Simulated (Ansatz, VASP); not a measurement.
Al2CdO6 in VASP and in Ansatz

```
Al Cd O
1.0
     0.00000    3.73072    3.73072
     3.73072    0.00000    3.73072
     3.73072    3.73072    0.00000
Al Cd O
2 1 6
Cartesian
  5.5961 5.5961 5.5961
  1.8654 1.8654 1.8654
  0.0000 0.0000 0.0000
  0.0000 1.8654 1.8654
  3.7307 1.8654 1.8654
  1.8654 0.0000 1.8654
  1.8654 3.7307 1.8654
  1.8654 1.8654 0.0000
  1.8654 1.8654 3.7307
```

Change from the starting cell: ordered vacancies on the A sites of perovskite (Fm-3m, No. 225).

Alike in both runs: functional PBE; k mesh 10 × 10 × 10; occupations gaussian, width 0.1 eV; collinear spin.

Ansatz relaxed the structure, and its values are those at the end. VASP's run is a single point on that final structure, the one shown.

|  | VASP | Ansatz |
| --- | --- | --- |
| version | VASP 6.6.1 | Ansatz 0.2.0 |
| potentials or method | VASP PAW PBE potentials, release 64 (Al, Cd, O), cutoff 520 eV | scalar-relativistic, plane waves, PAW |
| valence electrons in the cell | 54 | 62 |

|  | VASP | Ansatz | Ansatz less VASP |
| --- | --- | --- | --- |
| gap on the k mesh at the Fermi level (eV) | none | none | - |
| pressure (GPa) | 0.0 | 0.0 | -0.05 |
| net moment per atom (μB) | 0.44 | 0.44 | 0.000 |

A gap of «none» marks a metal or a gap that the smearing closes. VASP's potentials hold 54 valence electrons a cell and Ansatz's 62, so a difference there can come from the potentials and not from the codes.
